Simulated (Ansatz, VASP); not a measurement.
**Two plane-wave programs on Re**

```
CELL_PARAMETERS angstrom
2.76080 0.00000 0.00000
-1.38040 2.39092 0.00000
0.00000 0.00000 4.45820
ATOMIC_POSITIONS crystal
Re 0.33333 0.66667 0.25000
Re 0.66667 0.33333 0.75000
```

Alike in both runs: task relaxation of cell and atoms; functional PBE; k mesh 18 × 18 × 10; occupations gaussian, width 0.1 eV; no spin polarisation.

```csv
,VASP,Ansatz
version,VASP 6.6.1,Ansatz 0.2.0
potentials or method,"VASP PAW PBE potentials, release 64 (Re), cutoff 600 eV","scalar-relativistic, plane waves, PAW"
valence electrons in the cell,14,30
```

|  | VASP | Ansatz | Ansatz less VASP |
| --- | --- | --- | --- |
| gap on the k mesh at the Fermi level, each at its own relaxed structure (eV) | none | none | - |
| relaxed volume (Å³/atom) | 14.93 | 14.95 | +0.016 |
| relaxed cell length with the largest relative difference (Å) | 4.482 | 4.484 | +0.0021 |

A gap of «none» marks a metal or a gap that the smearing closes. VASP's potentials hold 14 valence electrons a cell and Ansatz's 30, so a difference there can come from the potentials and not from the codes.

Spin-orbit coupling is off throughout.
